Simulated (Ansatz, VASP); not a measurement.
# One calculation of C, two programs

The input INCAR:

```
ALGO = Normal ; EDIFF = 1E-6
ENCUT = 520 ; ISIF = 2
ISMEAR = 0 ; LASPH = True
LCHARG = False ; LREAL = False
LWAVE = False ; NBANDS = 11
NELM = 60 ; PREC = Accurate
SIGMA = 0.05
```

The input KPOINTS:

```
k-points
0
Gamma
  14 14 14
```

Contents of POSCAR:

```
C
1.0
    0.0000000000      2.1908100000      3.4484400000
    1.2648400000      0.0000000000      3.4484400000
    1.2648400000      2.1908100000      0.0000000000
C
2
Direct
    0.1666700000      0.8333300000      0.1666700000
    0.8333300000      0.1666700000      0.8333300000
```

Input for Ansatz:

```yaml
crystal:
  lattice:
    - [0.0, 2.19081, 3.44844]
    - [1.26484, 0.0, 3.44844]
    - [1.26484, 2.19081, 0.0]
  atoms:
    - { symbol: C, position: [0.16667, 0.83333, 0.16667] }
    - { symbol: C, position: [0.83333, 0.16667, 0.83333] }
basis:
  ecutwfc: 420
kpoints:
  mp_grid: { grid: [14, 14, 14] }
hamiltonian:
  xc: lda
scf:
  occupations: { method: gaussian, width: 0.05 }
output:
  forces: true
  stress: true
  eigenvalues: true
```

Change from the starting cell: strain +0.030 along x and y, +0.030 along z, atoms carried along.

Alike in both runs: task single point; functional LDA; k mesh 14 × 14 × 14; occupations gaussian, width 0.05 eV; no spin polarisation.

|  | VASP | Ansatz |
| --- | --- | --- |
| version | VASP 6.6.1 | Ansatz 0.2.0 |
| potentials or method | VASP PAW LDA potentials, release 64 (C), cutoff 520 eV | scalar-relativistic, plane waves, PAW |
| valence electrons in the cell | 8 | 8 |

|  | VASP | Ansatz | Ansatz less VASP |
| --- | --- | --- | --- |
| gap on the k mesh at the Fermi level (eV) | 0.34 | 0.34 | 0.000 |
| least direct gap on the mesh (eV) | 0.43 | 0.43 | +0.001 |
| pressure (GPa) | -24.1 | -24.8 | -0.70 |
| traceless stress, the component that is largest in VASP (GPa) | 23.68 | 24.48 | +0.800 |
| rms of the force components (eV/Å) | 0.018 | 0.018 | -0.0001 |

LDA's correlation is that of Perdew and Zunger in VASP and of Perdew and Wang (1992) in Ansatz. Atom by atom the forces differ by 0.000 eV/Å (rms over components).
